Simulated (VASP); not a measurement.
**NaI: single point with PBEsol**

The system is NaI.

```
CELL_PARAMETERS angstrom
-2.21451 2.21451 8.36377
2.21451 -2.21451 8.36377
2.21451 2.21451 -8.36377
ATOMIC_POSITIONS crystal
Na 0.25000 0.75000 0.50000
Na 0.50000 0.50000 0.00000
I 0.75000 0.25000 0.50000
I 0.00000 0.00000 0.00000
```

```
Program             : VASP 6.6.1
Task                : single point
Functional          : PBEsol
Potentials or basis : VASP PAW PBE potentials, release 64 (Na_pv, I)
Cutoff              : 500 eV
k mesh              : 5 × 5 × 5
Occupations         : gaussian, width 0.01 eV
Spin                : no spin polarisation
```

```yaml
Pressure: -0.5 GPa
Band_gap_on_the_k_mesh: 2.99 eV (least direct gap 3.04 eV)
```

Stress tensor (GPa, compression positive):
```
-0.61  0.00  0.00
 0.00 -0.61  0.00
 0.00  0.00 -0.33
```

Levels at points of the mesh, in eV from the valence-band top:
| k point | band 10 | band 11 | band 12 | band 13 | band 14 | band 15 | band 16 | band 17 | band 18 | band 19 |
| --- | --- | --- | --- | --- | --- | --- | --- | --- | --- | --- |
| (0.00, 0.00, 0.00) | -0.35 | -0.35 | -0.32 | -0.32 | -0.05 | 2.99 | 4.67 | 5.91 | 6.23 | 7.04 |

Wall time 4.9 min on 1 thread of Intel(R) Xeon(R) Platinum 8375C CPU @ 2.90GHz (Ice Lake) (shared host), peak memory 0.65 GiB.

Caveat: the PAW data sets were made with another functional, which shifts forces and pressure a little; spin-orbit coupling is left out, which moves the levels of the heavy elements. A k mesh can miss the band edges.
